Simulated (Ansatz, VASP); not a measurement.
## Fe: VASP beside Ansatz

```
Fe
1.0
     0.00000    2.49069    2.49069
     2.49069    0.00000    2.49069
     2.49069    2.49069    0.00000
Fe
2
Direct
  0.12500 0.12500 0.12500
  0.87500 0.87500 0.87500
```

Alike in both runs: task single point; functional RPBE; k mesh 12 × 12 × 12; occupations fermi-dirac, width 0.1 eV; no spin polarisation.

|  | VASP | Ansatz |
| --- | --- | --- |
| version | VASP 6.6.1 | Ansatz 0.2.0 |
| potentials or method | VASP PAW PBE potentials, release 64 (Fe), cutoff 520 eV | plane waves (420 eV) with PAW, scalar-relativistic |
| valence electrons in the cell | 16 | 32 |

|  | VASP | Ansatz | Ansatz less VASP |
| --- | --- | --- | --- |
| pressure (GPa) | -6.0 | -5.1 | +0.92 |

VASP's potentials were made for PBE, not for RPBE. VASP's potentials hold 16 valence electrons a cell and Ansatz's 32, so a difference there can come from the potentials and not from the codes.
